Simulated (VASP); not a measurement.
Runs of VASP 6.6.1 on AlP. The structure is that of space group F-43m (No. 216), or close to it. The cells are those of the table. 

| cell | gap on the mesh (eV) | pressure (GPa) |
| --- | --- | --- |
| a = 3.937 Å, angles 60.0°, 2 atoms | 1.69 | -2.6 |
| a = 3.740 Å, angles 60.0°, 2 atoms | 1.37 | 12.8 |
| a = 3.999 Å, angles 60.0°, 2 atoms | 1.77 | (b) |
| a = 3.808 Å, angles 60.0°, 2 atoms | 1.49 | 6.3 |
| a = 3.874 Å, angles 60.0°, 2 atoms | (a) | 1.3 |

Alike in all rows: task single point; level PBE; potentials or basis VASP PAW PBE potentials, release 64 (Al, P); no spin polarisation; k mesh 6 × 6 × 6; cutoff (eV) 500; smearing gaussian 0.01 eV.

**Question.** Estimate the missing entries.

**Answer.** (a) 1.60; (b) -5.6.

A k mesh can miss the band edges.
